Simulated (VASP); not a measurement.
# YB3 (Pm-3m) in VASP: vibrations by perturbation theory with PBEsol

Aim: the vibrations by perturbation theory of YB3 with PBEsol.

Program: VASP 6.6.1. These are calculated values, not measurements. Logs are shortened: lines on timing, memory, paths and dates and some standing lists are left out, and cuts for length are marked.

## 1. The cell of the first run

It takes space group Pm-3m (No. 221, cubic). The conventional cell has a = 3.556 Å, b = 3.556 Å, c = 3.556 Å, α = 90.00°, β = 90.00°, γ = 90.00°. Y (site symmetry m-3m) has 12 B at 2.51 Å within 3.3 Å. Within 3.3 Å of B (site symmetry 4/mmm) lie 4 Y at 2.51 Å and 8 B at 2.51 Å.

## 2. Vibrations by perturbation theory, PBEsol

INCAR reads:

```
SYSTEM = YB3
ALGO = Normal ; EDIFF = 1E-8
ENCUT = 520 ; GGA = PS
IBRION = 8 ; ISIF = 2
ISMEAR = -1 ; LASPH = .True.
LCHARG = .False. ; LREAL = .False.
LWAVE = .False. ; NBANDS = 18
NELM = 80 ; NSW = 1
PREC = Accurate ; SIGMA = 0.15
```

KPOINTS reads:

```
k-points
0
Gamma
  12 12 12
  0 0 0
```

POSCAR reads:

```
YB3
1.0
    3.5558313917      0.0000000000      0.0000000000
    0.0000000000      3.5558313917      0.0000000000
    0.0000000000      0.0000000000      3.5558313917
Y B
1 3
Direct
    0.0000000000      0.0000000000      0.0000000000
    0.0000000000      0.5000000000      0.5000000000
    0.5000000000      0.0000000000      0.5000000000
    0.5000000000      0.5000000000      0.0000000000
```

Potentials or basis: VASP PAW PBE potentials, release 64 (Y_sv, B).

Command:

```bash
$ cat potpaw_PBE.64/Y_sv/POTCAR potpaw_PBE.64/B/POTCAR > POTCAR
$ mpirun -np 1 vasp_std > vasp.out
```

OUTCAR:

```text
SYSTEM = YB3
   EDIFF = 1E-8
   ENCUT = 520
   GGA = PS
   IBRION = 8
   ISIF = 2
   ISMEAR = -1
   LASPH = .True.
   LREAL = .False.
   NELM = 80
   NSW = 1
   PREC = Accurate

 ion  position               nearest neighbor table
   1  0.000  0.000  0.000-   2 2.51   3 2.51   4 2.51   2 2.51   3 2.51   2 2.51   4 2.51   2 2.51
                             3 2.51   4 2.51   3 2.51   4 2.51
   2  0.000  0.500  0.500-   1 2.51   1 2.51   1 2.51   1 2.51
   3  0.500  0.000  0.500-   1 2.51   1 2.51   1 2.51   1 2.51
   4  0.500  0.500  0.000-   1 2.51   1 2.51   1 2.51   1 2.51

  LATTYP: Found a simple cubic cell.
 ALAT       =     3.5558313917

  Lattice vectors:

 A1 = (   3.5558313917,   0.0000000000,   0.0000000000)
 A2 = (   0.0000000000,   3.5558313917,   0.0000000000)
 A3 = (   0.0000000000,   0.0000000000,   3.5558313917)

Analysis of symmetry for initial positions (statically):
=====================================================================
 Subroutine PRICEL returns:
 Original cell was already a primitive cell.

 Routine SETGRP: Setting up the symmetry group for a
 simple cubic supercell.

 Subroutine GETGRP returns: Found 48 space group operations
 (whereof 48 operations were pure point group operations)
 out of a pool of 48 trial point group operations.

The static configuration has the point symmetry O_h .

Analysis of symmetry for dynamics (positions and initial velocities):
=====================================================================
 Subroutine PRICEL returns:
 Original cell was already a primitive cell.

 Routine SETGRP: Setting up the symmetry group for a
 simple cubic supercell.

 Subroutine GETGRP returns: Found 48 space group operations
 (whereof 48 operations were pure point group operations)
 out of a pool of 48 trial point group operations.

The dynamic configuration has the point symmetry O_h .

 Subroutine INISYM returns: Found 48 space group operations
 (whereof 48 operations are pure point group operations),
 and found     1 'primitive' translations

----------------------------------------------------------------------------------------

                                     Primitive cell

  volume of cell :      44.9597

  direct lattice vectors                    reciprocal lattice vectors
     3.555831392  0.000000000  0.000000000     0.281228183  0.000000000  0.000000000
     0.000000000  3.555831392  0.000000000     0.000000000  0.281228183  0.000000000
     0.000000000  0.000000000  3.555831392     0.000000000  0.000000000  0.281228183

  length of vectors
     3.555831392  3.555831392  3.555831392     0.281228183  0.281228183  0.281228183

  position of ions in fractional coordinates (direct lattice)
     0.000000000  0.000000000  0.000000000
     0.000000000  0.500000000  0.500000000
     0.500000000  0.000000000  0.500000000
     0.500000000  0.500000000  0.000000000

  ion indices of the primitive-cell ions
   primitive index   ion index
                 1           1
                 2           2
                 3           3
[... 122 lines left out ...]

 E-fermi :   5.0639     XC(G=0): -11.6735

 val. band max:        5.0519445209   @ k =   0.2500   0.2500   0.0000
 cond. band min:       5.0666393466   @ k =   0.3333   0.1667   0.0833
 fundamental gap:      0.0146948257
 Fermi energy:         5.0639193447

 k-point     1 :       0.0000    0.0000    0.0000
  band No.  band energies     occupation
      1     -34.8903      2.00000
      2     -15.1126      2.00000
      3     -15.1126      2.00000
      4     -15.1126      2.00000
      5      -5.9853      2.00000
      6       1.5416      2.00000
[... 481 lines left out ...]
      5      -3.2439      2.00000
      6      -1.2225      2.00000
[... 10 lines left out ...]
     17      12.6938      0.00000
     18      14.7878      0.00000

 [... further k-points ...]
[... 5 lines left out ...]
  --------------------------------------------------------------------------------------
  -------------------------------------------------------------------------------------
  Total       -0.0588712     -0.0588712     -0.0588712      0.0000000      0.0000000      0.0000000
  in kB       -2.0979263     -2.0979263     -2.0979263      0.0000000      0.0000000      0.0000000
  external PRESSURE =      -2.0979263 kB  Pullay stress =       0.0000000 kB

 VOLUME and BASIS-vectors are now :
 -----------------------------------------------------------------------------
  energy-cutoff  :      520.00
  volume of cell :       44.96
      direct lattice vectors                 reciprocal lattice vectors
     3.555831392  0.000000000  0.000000000     0.281228183  0.000000000  0.000000000
     0.000000000  3.555831392  0.000000000     0.000000000  0.281228183  0.000000000
     0.000000000  0.000000000  3.555831392     0.000000000  0.000000000  0.281228183

 POSITION                                       TOTAL-FORCE (eV/Angst)
 -----------------------------------------------------------------------------------
      0.00000      0.00000      0.00000         0.000000      0.000000      0.000000
      0.00000      1.77792      1.77792         0.000000      0.000000      0.000000
      1.77792      0.00000      1.77792         0.000000      0.000000      0.000000
      1.77792      1.77792      0.00000         0.000000      0.000000      0.000000
 -----------------------------------------------------------------------------------
    total drift:                                0.000000     -0.000000     -0.000000

  FREE ENERGIE OF THE ION-ELECTRON SYSTEM (eV)
  ---------------------------------------------------
  free  energy   TOTEN  =       -24.3210088629 eV

  energy  without entropy=      -24.2374777068  energy(sigma->0) =      -24.27924328

[... ionic steps 2 to 3 ...]

--------------------------------------- Ionic step        4  -------------------------------------------

------------------------ aborting loop because EDIFF is reached ----------------------------------------

[... ionic steps 5 to 6 ...]

--------------------------------------- Ionic step        7  -------------------------------------------

------------------------ aborting loop because EDIFF is reached ----------------------------------------

--------------------------------------- Ionic step        8  -------------------------------------------

 Free energy of the ion-electron system (eV)
  ---------------------------------------------------
  ---------------------------------------------------
  free energy    TOTEN  =        -0.03712507 eV

  energy without entropy =       -0.03712506

------------------------ aborting loop because EDIFF is reached ----------------------------------------

 INTERNAL STRAIN TENSOR  FOR ION    2  DIRECTION 2   (eV/Angst):
 -----------------------------------------------------------------------------
     0.01839  0.00000  0.00000
     0.00000  0.00793  0.00000
     0.00000  0.00000 -0.02797

 INTERNAL STRAIN TENSOR FOR ION    4 for displacements in x,y,z  (eV/Angst):
          X           Y           Z          XY          YZ          ZX
  --------------------------------------------------------------------------------
  x     0.00000     0.00000     0.00000     0.00000     0.00000     0.00000
  y     0.00000     0.00000     0.00000     0.00000     0.00000     0.00000
  z     0.00000     0.00000     0.00000     0.00000     0.00000     0.00000

 SECOND DERIVATIVES (NOT SYMMETRIZED)
 ------------------------------------
               1X          1Y          1Z          2X          2Y          2Z          3X          3Y          3Z          4X          4Y          4Z
  1X   -18.545206   -0.000000    0.000000    0.486680    0.000000    0.000000    9.029263   -0.000000    0.000000    9.029263    0.000000   -0.000000
  1Y     0.000000  -18.545206   -0.000000   -0.000000    9.029263    0.000000    0.000000    0.486680   -0.000000    0.000000    9.029263   -0.000000
  1Z    -0.000000   -0.000000  -18.545206   -0.000000    0.000000    9.029263    0.000000   -0.000000    9.029263    0.000000    0.000000    0.486680
  2X     0.483285   -0.000000   -0.000000    5.749896   -0.000000    0.000000   -3.116590    0.000000    0.000000   -3.116590   -0.000000    0.000000
  2Y     0.000000    9.027339    0.000000    0.000000   -5.362548    0.000000    0.000000   -3.116461    0.000000    0.000000   -0.548331    0.000000
  2Z     0.000000    0.000000    9.027339    0.000000    0.000000   -5.362548    0.000000    0.000000   -0.548331    0.000000    0.000000   -3.116461
  3X     9.027339    0.000000    0.000000   -3.116461    0.000000    0.000000   -5.362548    0.000000    0.000000   -0.548331    0.000000    0.000000
  3Y    -0.000000    0.483285    0.000000    0.000000   -3.116590   -0.000000   -0.000000    5.749896    0.000000   -0.000000   -3.116590   -0.000000
  3Z     0.000000    0.000000    9.027339    0.000000    0.000000   -0.548331    0.000000    0.000000   -5.362548    0.000000    0.000000   -3.116461
  4X     9.027339    0.000000    0.000000   -3.116461    0.000000    0.000000   -0.548331    0.000000    0.000000   -5.362548    0.000000    0.000000
  4Y     0.000000    9.027339    0.000000    0.000000   -0.548331    0.000000    0.000000   -3.116461    0.000000    0.000000   -5.362548    0.000000
  4Z    -0.000000   -0.000000    0.483285    0.000000   -0.000000   -3.116590   -0.000000    0.000000   -3.116590    0.000000    0.000000    5.749896

 Eigenvectors and eigenvalues of the dynamical matrix
 ----------------------------------------------------

   1 f  =   14.908138 THz    93.670594 2PiTHz  497.281958 cm-1    61.655077 meV
             X         Y         Z           dx          dy          dz
      0.000000  0.000000  0.000000     0.029179   -0.322298    0.375460
      0.000000  1.777916  1.777916    -0.014209    0.383583   -0.446854
      1.777916  0.000000  1.777916    -0.034727    0.156945   -0.446854
      1.777916  1.777916  0.000000    -0.034727    0.383583   -0.182833
[... 71 lines left out ...]
  12 f/i=   12.947318 THz    81.350401 2PiTHz  431.876058 cm-1    53.545783 meV
             X         Y         Z           dx          dy          dz
      0.000000  0.000000  0.000000     0.033199    0.143293    0.000000
      0.000000  1.777916  1.777916    -0.208419    0.244232    0.000000
      1.777916  0.000000  1.777916     0.056585   -0.899569   -0.000000
      1.777916  1.777916  0.000000     0.056585    0.244232   -0.000000

--------------------------------------------------------------------------------------------------------

 ELASTIC MODULI CONTR FROM IONIC RELAXATION (kBar)
 Direction    XX          YY          ZZ          XY          YZ          ZX
 --------------------------------------------------------------------------------
 XX           0.0000      0.0000      0.0000      0.0000      0.0000      0.0000
 YY           0.0000      0.0000      0.0000      0.0000      0.0000      0.0000
 ZZ           0.0000      0.0000      0.0000      0.0000      0.0000      0.0000
 XY           0.0000      0.0000      0.0000      0.0000      0.0000      0.0000
 YZ           0.0000      0.0000      0.0000      0.0000      0.0000      0.0000
 ZX           0.0000      0.0000      0.0000      0.0000      0.0000      0.0000
 --------------------------------------------------------------------------------
```

Run time: 21 min. Hardware: 1 thread of Oxide Virtual Turin-like, shared host; peak memory 0.65 GiB.

What came out:

```yaml
Highest_phonon_frequency_at_Γ_LO-TO_splitting_left_out: 497 cm⁻¹
Most_unstable_mode: 432i cm⁻¹
```

Phonon frequencies in cm⁻¹ (negative: imaginary):
```
              q point                                   frequencies
(0.000, 0.000, 0.000)  -432 -432 -432 0 0 0 348 348 348 497 497 497
```

Caveat: some modes are imaginary; the PAW data sets were made with another functional, which shifts forces and pressure a little.
